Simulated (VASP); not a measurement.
# KBr (Fm-3m) in VASP: settings compared

Aim: see how the results for KBr move with the level of theory and the settings. Levels: PBEsol, r2SCAN. Tasks: single point.

All numbers are computed with VASP 6.6.1; they aren't measurements. Logs are shortened: lines on timing, memory, paths and dates and some standing lists are left out, and cuts for length are marked.

### Step 1. The cell of the first run

It takes space group Fm-3m (No. 225, cubic). Conventional cell: a = 6.550 Å, b = 6.550 Å, c = 6.550 Å, α = 90.00°, β = 90.00°, γ = 90.00°. K (site symmetry m-3m) has 6 Br at 3.27 Å within 4.3 Å. Br (site symmetry m-3m) has 6 K at 3.27 Å within 4.3 Å.

### Step 2. Single point, PBEsol

Contents of INCAR:

```
SYSTEM = KBr
ALGO = Normal
EDIFF = 1E-7
ENCUT = 520
GGA = PS
ISIF = 2
ISMEAR = -1
LASPH = .True.
LCHARG = .False.
LREAL = .False.
LWAVE = .False.
NBANDS = 15
NELM = 80
PREC = Accurate
SIGMA = 0.05
```

Contents of KPOINTS:

```
k-points
0
Gamma
  6 6 6
  0 0 0
```

Contents of POSCAR:

```
KBr
1.0
    0.0000000000      3.2750000000      3.2750000000
    3.2750000000      0.0000000000      3.2750000000
    3.2750000000      3.2750000000      0.0000000000
K Br
1 1
Direct
    0.0000000000      0.0000000000      0.0000000000
    0.5000000000      0.5000000000      0.5000000000
```

Potentials or basis: VASP PAW PBE potentials, release 64 (K_sv, Br).

Launch:

```sh
$ cat potpaw_PBE.64/K_sv/POTCAR potpaw_PBE.64/Br/POTCAR > POTCAR
$ mpirun -np 1 vasp_std > vasp.out
```

OUTCAR:

```text
SYSTEM = KBr
   EDIFF = 1E-7
   ENCUT = 520
   GGA = PS
   ISIF = 2
   ISMEAR = -1
   LASPH = .True.
   LREAL = .False.
   NELM = 80
   PREC = Accurate

 ion  position               nearest neighbor table
   1  0.000  0.000  0.000-   2 3.27   2 3.27   2 3.27   2 3.27   2 3.27   2 3.27
   2  0.500  0.500  0.500-   1 3.27   1 3.27   1 3.27   1 3.27   1 3.27   1 3.27

  LATTYP: Found a face centered cubic cell.
 ALAT       =     6.5500000000

  Lattice vectors:

 A1 = (   0.0000000000,   3.2750000000,   3.2750000000)
 A2 = (   3.2750000000,   0.0000000000,   3.2750000000)
 A3 = (   3.2750000000,   3.2750000000,   0.0000000000)

Analysis of symmetry for initial positions (statically):
=====================================================================
 Subroutine PRICEL returns:
 Original cell was already a primitive cell.

 Routine SETGRP: Setting up the symmetry group for a
 face centered cubic supercell.

 Subroutine GETGRP returns: Found 48 space group operations
 (whereof 48 operations were pure point group operations)
 out of a pool of 48 trial point group operations.

The static configuration has the point symmetry O_h .

Analysis of symmetry for dynamics (positions and initial velocities):
=====================================================================
 Subroutine PRICEL returns:
 Original cell was already a primitive cell.

 Routine SETGRP: Setting up the symmetry group for a
 face centered cubic supercell.

 Subroutine GETGRP returns: Found 48 space group operations
 (whereof 48 operations were pure point group operations)
 out of a pool of 48 trial point group operations.

The dynamic configuration has the point symmetry O_h .

 Subroutine INISYM returns: Found 48 space group operations
 (whereof 48 operations are pure point group operations),
 and found     1 'primitive' translations

----------------------------------------------------------------------------------------

                                     Primitive cell

  volume of cell :      70.2528

  direct lattice vectors                    reciprocal lattice vectors
     0.000000000  3.275000000  3.275000000    -0.152671756  0.152671756  0.152671756
     3.275000000  0.000000000  3.275000000     0.152671756 -0.152671756  0.152671756
     3.275000000  3.275000000  0.000000000     0.152671756  0.152671756 -0.152671756

  length of vectors
     4.631549417  4.631549417  4.631549417     0.264435238  0.264435238  0.264435238

  position of ions in fractional coordinates (direct lattice)
     0.000000000  0.000000000  0.000000000
     0.500000000  0.500000000  0.500000000

  ion indices of the primitive-cell ions
   primitive index   ion index
                 1           1
                 2           2

----------------------------------------------------------------------------------------

 KPOINTS: k-points

Automatic generation of k-mesh.
 Grid dimensions read from file:
 generate k-points for:    6    6    6

 Generating k-lattice:

  Cartesian coordinates                     Fractional coordinates (reciprocal lattice)
    -0.025445293  0.025445293  0.025445293     0.166666667  0.000000000  0.000000000
     0.025445293 -0.025445293  0.025445293     0.000000000  0.166666667  0.000000000
     0.025445293  0.025445293 -0.025445293     0.000000000  0.000000000  0.166666667

  Length of vectors
     0.044072540  0.044072540  0.044072540

  Shift w.r.t. Gamma in fractional coordinates (k-lattice)
     0.000000000  0.000000000  0.000000000

 Subroutine IBZKPT returns following result:
 ===========================================

 Found     16 irreducible k-points:

 Following reciprocal coordinates:
            Coordinates               Weight
  0.000000  0.000000  0.000000      1.000000
  0.166667  0.000000  0.000000      8.000000
  0.333333  0.000000  0.000000      8.000000
  0.500000  0.000000  0.000000      4.000000
  0.166667  0.166667  0.000000      6.000000
  0.333333  0.166667  0.000000     24.000000
[... 8 lines left out ...]
 -0.333333  0.333333  0.166667     24.000000
 -0.333333  0.500000  0.166667     12.000000
   k-points           NKPTS =     16   k-points in BZ     NKDIM =     16   number of bands    NBANDS=     15
   number of dos      NEDOS =    301   number of ions     NIONS =      2
   total plane-waves  NPLWV =  46656
   dimension x,y,z NGX =    36 NGY =   36 NGZ =   36
   dimension x,y,z NGXF=    72 NGYF=   72 NGZF=   72
   ions per type =               1   1
   NGX,Y,Z   is equivalent  to a cutoff of  12.92, 12.92, 12.92 a.u.
   NGXF,Y,Z  is equivalent  to a cutoff of  25.84, 25.84, 25.84 a.u.
 SYSTEM =  KBr
   PREC   = accura    normal or accurate (medium, high low for compatibility)
   ISTART =      0    job   : 0-new  1-cont  2-samecut
   ICHARG =      2    charge: 1-file 2-atom 10-const
   ISPIN  =      1    spin polarized calculation?
   LNONCOLLINEAR =      F non collinear calculations
   LSORBIT =      F    spin-orbit coupling
   LASPH  =      T    aspherical Exc in radial PAW
   ENCUT  =  520.0 eV  38.22 Ry    6.18 a.u.   8.61  8.61  8.61*2*pi/ulx,y,z
   NELM   =     80;   NELMIN=  2; NELMDL= -5     # of ELM steps
   EDIFF  = 0.1E-06   stopping-criterion for ELM
   LREAL  =      F    real-space projection
   EDIFFG = 0.1E-05   stopping-criterion for IOM
   NSW    =      0    number of steps for IOM
   IBRION =     -1    ionic relax: 0-MD 1-quasi-New 2-CG
   NFREE  =      0    steps in history (QN), initial steepest desc. (CG)
   ISIF   =      2    stress and relaxation
   ISYM   =      2    0-nonsym 1-usesym 2-fastsym
   POTIM  = 0.5000    time-step for ionic-motion
   TEBEG  =    0.0;   TEEND  =   0.0 temperature during run
   PSTRESS=    0.0 pullay stress
   NELECT =      16.0000    total number of electrons
   NUPDOWN=      -1.0000    fix difference up-down
   EMIN   =  10.00;   EMAX   =-10.00  energy-range for DOS
   EFERMI =   0.00;   METHOD = LEGACY
   ISMEAR =    -1;   SIGMA  =   0.05  broadening in eV -4-tet -1-fermi 0-gaus
   EFERMI_NEDOS =   21; number of points for ismear=-14 and -15
   IALGO  =     38    algorithm
   IMIX   =      4    mixing-type and parameters
     AMIX     =   0.40;   BMIX     =  1.00
     AMIX_MAG =   1.60;   BMIX_MAG =  1.00
  volume/ion in A,a.u.               =      35.13       237.04
  Fermi-wavevector in a.u.,A,eV,Ry     =   0.999755  1.889263 13.599156  0.999510
  Thomas-Fermi vector in A             =   2.132066
   LORBIT       =      0    0 simple, 1 ext, 2 COOP (PROOUT), +10 PAW based schemes
   GGA     = PS    functional components
   LHFCALC =     F    Hartree Fock is set to
   AEXX    =    0.0000 exact exchange contribution
   IVDW    =     0    specifies the selected vdW correction
   LEPSILON=     F    determine dielectric tensor
   LRPA    =     F    only Hartree local field effects (RPA)
 non-spin polarized calculation
  energy-cutoff  :      520.00
  volume of cell :       70.25
 maximum number of plane-waves:      1917
 NGX is ok and might be reduce to    36
   NGX = 17   NGY = 17   NGZ = 17

 number of electron      15.9999999 magnetization

 Free energy of the ion-electron system (eV)
  ---------------------------------------------------
  ext. energy  EPLUGINS =         0.00000000
  ---------------------------------------------------
  free energy    TOTEN  =        -6.45987773 eV

  energy without entropy =       -6.45987773  energy(sigma->0) =       -6.45987773

 E-fermi :  -0.6150     XC(G=0):  -7.6417

 val. band max:       -1.7358007489   @ k =   0.0000   0.0000   0.0000
 cond. band min:       2.5990549611   @ k =   0.0000   0.0000   0.0000
 fundamental gap:      4.3348557100
 Fermi energy:        -0.6149669051

 k-point     1 :       0.0000    0.0000    0.0000
  band No.  band energies     occupation
      1     -29.3001      2.00000
      2     -14.0711      2.00000
      3     -12.8450      2.00000
      4     -12.8450      2.00000
      5     -12.8450      2.00000
      6      -1.7358      2.00000
      7      -1.7358      2.00000
      8      -1.7358      2.00000
      9       2.5991      0.00000
     10       5.7932      0.00000
     11       5.7932      0.00000
     12       5.7932      0.00000
     13       6.6472      0.00000
     14       6.6472      0.00000
     15       9.7088      0.00000

 k-point     2 :       0.1667    0.0000    0.0000
  band No.  band energies     occupation
      1     -29.2985      2.00000
      2     -14.1185      2.00000
      3     -12.8465      2.00000
      4     -12.8465      2.00000
      5     -12.7788      2.00000
      6      -2.1295      2.00000
      7      -1.8319      2.00000
      8      -1.8319      2.00000
      9       3.2790      0.00000
     10       5.6400      0.00000
     11       6.1279      0.00000
     12       6.1279      0.00000
     13       7.0213      0.00000
     14       7.0213      0.00000
     15      10.6700      0.00000

 k-point     3 :       0.3333    0.0000    0.0000
  band No.  band energies     occupation
      1     -29.2952      2.00000
      2     -14.2017      2.00000
      3     -12.8495      2.00000
      4     -12.8495      2.00000
      5     -12.6571      2.00000
      6      -2.7382      2.00000
      7      -2.0115      2.00000
      8      -2.0115      2.00000
      9       4.3807      0.00000
     10       5.9263      0.00000
     11       7.0236      0.00000
     12       7.0236      0.00000
     13       7.9596      0.00000
     14       7.9596      0.00000
     15       9.8386      0.00000
[... 199 lines left out ...]
 k-point    15 :      -0.3333    0.3333    0.1667
  band No.  band energies     occupation
      1     -29.2920      2.00000
      2     -14.1094      2.00000
      3     -12.9010      2.00000
      4     -12.8864      2.00000
      5     -12.7230      2.00000
      6      -2.6152      2.00000
      7      -2.2963      2.00000
      8      -2.1591      2.00000
      9       5.3786      0.00000
     10       5.7699      0.00000
     11       6.8231      0.00000
     12       7.4304      0.00000
     13       8.6382      0.00000
     14       8.9294      0.00000
     15       9.3895      0.00000

 k-point    16 :      -0.3333    0.5000    0.1667
  band No.  band energies     occupation
      1     -29.2915      2.00000
      2     -14.0370      2.00000
      3     -12.9332      2.00000
      4     -12.9018      2.00000
      5     -12.7840      2.00000
      6      -2.4831      2.00000
      7      -2.2439      2.00000
      8      -2.2097      2.00000
      9       4.7390      0.00000
     10       6.1777      0.00000
     11       6.4984      0.00000
     12       7.5210      0.00000
     13       8.2843      0.00000
     14       9.1343      0.00000
     15       9.6375      0.00000

------------------------ aborting loop because EDIFF is reached ----------------------------------------

  FORCE on cell =-STRESS in cart. coord.  units (eV):
  Direction    XX          YY          ZZ          XY          YZ          ZX
  --------------------------------------------------------------------------------------
  -------------------------------------------------------------------------------------
  Total        0.0252242      0.0252242      0.0252242     -0.0000000      0.0000000     -0.0000000
  in kB        0.5752591      0.5752591      0.5752591     -0.0000000      0.0000000     -0.0000000
  external PRESSURE =       0.5752591 kB  Pullay stress =       0.0000000 kB

 VOLUME and BASIS-vectors are now :
 -----------------------------------------------------------------------------
  energy-cutoff  :      520.00
  volume of cell :       70.25
      direct lattice vectors                 reciprocal lattice vectors
     0.000000000  3.275000000  3.275000000    -0.152671756  0.152671756  0.152671756
     3.275000000  0.000000000  3.275000000     0.152671756 -0.152671756  0.152671756
     3.275000000  3.275000000  0.000000000     0.152671756  0.152671756 -0.152671756

 POSITION                                       TOTAL-FORCE (eV/Angst)
 -----------------------------------------------------------------------------------
      0.00000      0.00000      0.00000        -0.000000      0.000000      0.000000
      3.27500      3.27500      3.27500         0.000000     -0.000000     -0.000000
 -----------------------------------------------------------------------------------
    total drift:                                0.000000      0.000000      0.000000

  FREE ENERGIE OF THE ION-ELECTRON SYSTEM (eV)
  ---------------------------------------------------
  free  energy   TOTEN  =        -6.4598777274 eV

  energy  without entropy=       -6.4598777274  energy(sigma->0) =       -6.45987773
```

Run time: 40 s. Hardware: 1 thread of Intel Xeon 6975P-C, shared host; peak memory 0.21 GiB.

Results:

* Free energy: -6.4599 eV
* Pressure: 0.1 GPa
* Band gap on the k mesh: 4.33 eV, direct

Caveat: the PAW data sets were made with another functional, which shifts forces and pressure a little. PBEsol gaps usually lie below the measured ones, often by a third to a half.

### Step 3. Single point, r2SCAN

POSCAR is that of step 2.

Contents of INCAR.step1:

```
PREC     = Accurate       # precision mode
ENCUT    = 520            # plane-wave cutoff, eV
ISMEAR   = -1             # smearing method
SIGMA    = 0.05           # smearing width, eV
LREAL    = False          # projectors in reciprocal space
LASPH    = True           # aspherical terms in the spheres
NELM     = 80             # most SCF steps
NBANDS   = 15             # bands
GGA      = PE             # functional
ALGO     = Normal         # electronic algorithm
EDIFF    = 1E-4           # SCF threshold, eV
LWAVE    = True           # write WAVECAR
LCHARG   = False          # write CHGCAR
```

Contents of INCAR.step2:

```
PREC     = Accurate       # precision mode
ENCUT    = 520            # plane-wave cutoff, eV
EDIFF    = 1E-6           # SCF threshold, eV
ISMEAR   = -1             # smearing method
SIGMA    = 0.05           # smearing width, eV
LREAL    = False          # projectors in reciprocal space
LASPH    = True           # aspherical terms in the spheres
NELM     = 80             # most SCF steps
ALGO     = Normal         # electronic algorithm
ISIF     = 2              # what is computed and relaxed
LWAVE    = False          # write WAVECAR
LCHARG   = False          # write CHGCAR
METAGGA  = R2SCAN         # meta-GGA
LMIXTAU  = True         
NBANDS   = 15             # bands
ISTART   = 1
```

Contents of KPOINTS:

```
Automatic mesh
0
Gamma
  6 6 6
```

Potentials or basis: VASP PAW PBE potentials, release 64 (K_sv, Br).

Launch:

```sh
$ cat potpaw_PBE.64/K_sv/POTCAR potpaw_PBE.64/Br/POTCAR > POTCAR
$ cp INCAR.step1 INCAR
$ mpirun -np 1 vasp_std > vasp.out
$ cp INCAR.step2 INCAR
$ mpirun -np 1 vasp_std > vasp.out
```

Wall time 2.9 min (1 thread of Intel Xeon 6975P-C, shared host); peak memory 0.22 GiB.

The run converged. Its results:

| Quantity | Value |
| --- | --- |
| Free energy | -23.2458 eV |
| Pressure | 0.5 GPa |
| Band gap on the k mesh | 5.15 eV, direct |

Levels at points of the mesh, in eV from the valence-band top:
```tsv
k point	band 5	band 6	band 7	band 8	band 9	band 10	band 11	band 12
(0.00, 0.00, 0.00)	-11.54	0.00	0.00	0.00	5.15	8.24	8.24	8.24
(0.50, 0.00, 0.00)	-11.28	-1.21	-0.35	-0.35	7.18	8.96	10.59	10.59
(0.50, 0.50, 0.00)	-11.58	-0.85	-0.30	-0.30	6.33	8.12	10.24	10.27
```

Caveat: the PAW data sets were made with another functional, which shifts forces and pressure a little. r2SCAN opens gaps a little over a GGA but as a rule still falls short of measured ones.
